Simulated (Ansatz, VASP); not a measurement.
# One calculation of Zr3P2, two programs

File INCAR:

```
ALGO = Normal
EDIFF = 1E-6
EDIFFG = -0.04
ENCUT = 600
GGA = PE
IBRION = 2
ISIF = 3
ISMEAR = 0
LASPH = True
LCHARG = False
LREAL = False
LWAVE = False
NELM = 100
NSW = 90
PREC = Accurate
SIGMA = 0.1
```

Contents of KPOINTS:

```
k-points
0
Gamma
  2 2 6
```

POSCAR

```
Zr3P2
1.0
    7.5253101100      0.0000000000      0.0000000000
    0.0000000000      7.5253101100      0.0000000000
    0.0000000000      0.0000000000      3.6482674100
Zr P
6 4
Direct
    0.0000000000      0.0000000000      0.0000000000
    0.5000000000      0.5000000000      0.0000000000
    0.1622599900      0.6622599900      0.5000000000
    0.3377400100      0.1622599900      0.5000000000
    0.8377400100      0.3377400100      0.5000000000
    0.6622599900      0.8377400100      0.5000000000
    0.6339899900      0.1339899900      0.0000000000
    0.8660100100      0.6339899900      0.0000000000
    0.3660100100      0.8660100100      0.0000000000
    0.1339899900      0.3660100100      0.0000000000
```

Input for Ansatz:

```yaml
crystal:
  lattice:
    - [7.52531011, 0.0, 0.0]
    - [0.0, 7.52531011, 0.0]
    - [0.0, 0.0, 3.64826741]
  atoms:
    - { symbol: Zr, position: [0.0, 0.0, 0.0] }
    - { symbol: Zr, position: [0.5, 0.5, 0.0] }
    - { symbol: Zr, position: [0.16225999, 0.66225999, 0.5] }
    - { symbol: Zr, position: [0.33774001, 0.16225999, 0.5] }
    - { symbol: Zr, position: [0.83774001, 0.33774001, 0.5] }
    - { symbol: Zr, position: [0.66225999, 0.83774001, 0.5] }
    - { symbol: P, position: [0.63398999, 0.13398999, 0.0] }
    - { symbol: P, position: [0.86601001, 0.63398999, 0.0] }
    - { symbol: P, position: [0.36601001, 0.86601001, 0.0] }
    - { symbol: P, position: [0.13398999, 0.36601001, 0.0] }
basis:
  ecutwfc: 420
kpoints:
  mp_grid: { grid: [2, 2, 6] }
hamiltonian:
  xc: pbe
scf:
  occupations: { method: gaussian, width: 0.1 }
  lower_state_search: "off"
output:
  forces: true
  stress: true
  eigenvalues: true
relax:
  adjacent_minimum: "off"
  f_tol: 0.04
  max_steps: 70
  cell: { stress_tol: 0.4 }
```

Change from the starting cell: species swapped into the Y3Au2 type (P4/mbm, No. 127).

Alike in both runs: task relaxation of cell and atoms; functional PBE; k mesh 2 × 2 × 6; occupations gaussian, width 0.1 eV; no spin polarisation.

|  | VASP | Ansatz |
| --- | --- | --- |
| version | VASP 6.6.1 | Ansatz 0.2.0 |
| potentials or method | VASP PAW PBE potentials, release 64 (Zr_sv, P), cutoff 600 eV | scalar-relativistic, plane waves, PAW |
| valence electrons in the cell | 92 | 92 |

Ansatz gave:

- gap on the k mesh at the Fermi level, each at its own relaxed structure (eV): none
- relaxed volume (Å³/atom): 17.90
- relaxed length of the cell vector where the two differ most in proportion (Å): 3.606

Q: What did VASP give for the same quantities?

A: gap on the k mesh at the Fermi level, each at its own relaxed structure (eV): none; relaxed volume (Å³/atom): 17.93; relaxed length of the cell vector where the two differ most in proportion (Å): 3.618.

A gap of «none» marks a metal or a gap that the smearing closes.

The k mesh is coarse, so the values compare programs but aren't converged.
